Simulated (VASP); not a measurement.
**MnS: single point with r2SCAN+D3(BJ)**

MnS:

```xyz
2
Lattice="0.0000 2.5870 2.5870 2.5870 0.0000 2.5870 2.5870 2.5870 0.0000" Properties=species:S:1:pos:R:3 pbc="T T T"
Mn    0.0000    0.0000    0.0000
S     2.5870    2.5870    2.5870
```

| Item | Value |
| --- | --- |
| Program | VASP 6.6.1 |
| Task | single point |
| Functional | r2SCAN |
| Dispersion | D3(BJ) |
| Potentials or basis | VASP PAW PBE potentials, release 64 (Mn_pv, S) |
| Cutoff | 520 eV |
| k mesh | 9 × 9 × 9 |
| Occupations | fermi-dirac, width 0.05 eV |
| Spin | collinear spin, ferromagnetic start |
| Starting moments | [4.0, 0.0] μB |

The pressure is 0.2 GPa. The net moment is 4.96 μB per cell. The site moments are Mn +4.48; S +0.14 μB, the valence electrons inside the program's atomic spheres are Mn 11.30; S 3.80 and the dispersion energy per atom is -0.196 eV.

Levels at points of the mesh, in eV from the Fermi level:
Spin up:
| k point | band 8 | band 9 | band 10 | band 11 | band 12 | band 13 | band 14 | band 15 | band 16 | band 17 |
| --- | --- | --- | --- | --- | --- | --- | --- | --- | --- | --- |
| (0.00, 0.00, 0.00) | -4.05 | -4.05 | -2.15 | -2.15 | -2.15 | 2.19 | 8.79 | 8.79 | 8.79 | 11.06 |
Spin down:
```csv
k point,band 5,band 6,band 7,band 8,band 9,band 10
"(0.00, 0.00, 0.00)",-1.81,-1.81,-1.81,0.98,0.98,0.98
```

Wall time 6.3 min on 1 thread of Intel(R) Xeon(R) Platinum 8375C CPU @ 2.90GHz (Ice Lake), on a shared host, peak memory 0.21 GiB.

Caveat: the PAW data sets were made with another functional, which shifts forces and pressure a little; a cell with one magnetic atom can't hold antiferromagnetic order, which such compounds often take; semilocal functionals often make such compounds metallic where correlation or magnetic order opens a gap, which also shifts bond lengths; pairwise dispersion overbinds metals, which lowers pressure and volume. With open d or f shells a metallic result of r2SCAN can be an artefact of self-interaction; +U or a hybrid may open a gap.
